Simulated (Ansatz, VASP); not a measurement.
HfN, level by level in two programs

```
Hf N
1.0
     2.82503    0.00000    0.00000
     0.00000    2.82503    0.00000
     0.00000    0.00000    2.82503
Hf N
1 1
Direct
  0.50000 0.50000 0.50000
  0.00000 0.00000 0.00000
```

Single points on this cell with VASP 6.6.1 and Ansatz 0.2.0. Each row is one pair of runs. Alike in all rows: spin: off; smearing: fermi-dirac, width 0.05 eV; Ansatz's potentials, cutoff: Ansatz PAW, 420 eV.

```csv
level,k mesh,"VASP's potentials, cutoff","gap on the k mesh at the Fermi level (eV), VASP","gap on the k mesh at the Fermi level (eV), Ansatz","pressure (GPa), VASP","pressure (GPa), Ansatz"
PBE,5 × 5 × 5,"VASP PAW PBE potentials, release 64 (Hf_pv, N), 520 eV",none,none,-3.1,-0.6
LDA,9 × 9 × 9,"VASP PAW LDA potentials, release 64 (Hf_pv, N), 520 eV",none,?,-16.6,?
PBE0,5 × 5 × 5,"VASP PAW PBE potentials, release 64 (Hf_pv, N), 520 eV",none,none,-11.2,-6.7
```

**Question.** Fill in what Ansatz gave in row 2.

**Answer.** gap on the k mesh at the Fermi level (eV): none; pressure (GPa): -14.9.

VASP's potentials hold 15 valence electrons a cell and Ansatz's 31, so a difference there can come from the potentials and not from the codes.

A gap of «none» marks a metal or a gap that the smearing closes.

The k mesh is coarse in some rows, so the values compare programs but aren't converged. Neither program's run includes spin-orbit coupling.
